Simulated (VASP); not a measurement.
The system is AsS2.

```xyz
3
Lattice="1.7376 1.0032 6.4554 -1.7376 1.0032 6.4554 0.0000 -2.0065 6.4554" Properties=species:S:1:pos:R:3 pbc="T T T"
As    0.0000    0.0000    0.0000
S     0.0000    0.0000   14.3729
S     0.0000    0.0000    4.9934
```

Base run:

- Program: VASP 6.6.1
- Functional: PBE
- Potentials or basis: VASP PAW PBE potentials, release 64 (As, S)
- Cutoff: 520 eV
- k mesh: 18 × 18 × 18
- Occupations: gaussian, width 0.1 eV
- Spin: no spin polarisation

Its results: pressure -0.1 GPa; largest force 0.012 eV/Å.

**Question.** The run is repeated on the same cell with these changes: further incar settings from ALGO = Normal; EDIFF = 1e-06; NBANDS = 16 to ALGO = Normal; EDIFF = 1e-07; NBANDS = 16; dispersion from none to D3(BJ). What comes out?

**Answer.** Pressure -2.3 GPa; largest force 0.022 eV/Å.

Caveats: three body term missing (some runs); pairwise dispersion overbinds metals, which lowers pressure and volume (some runs).
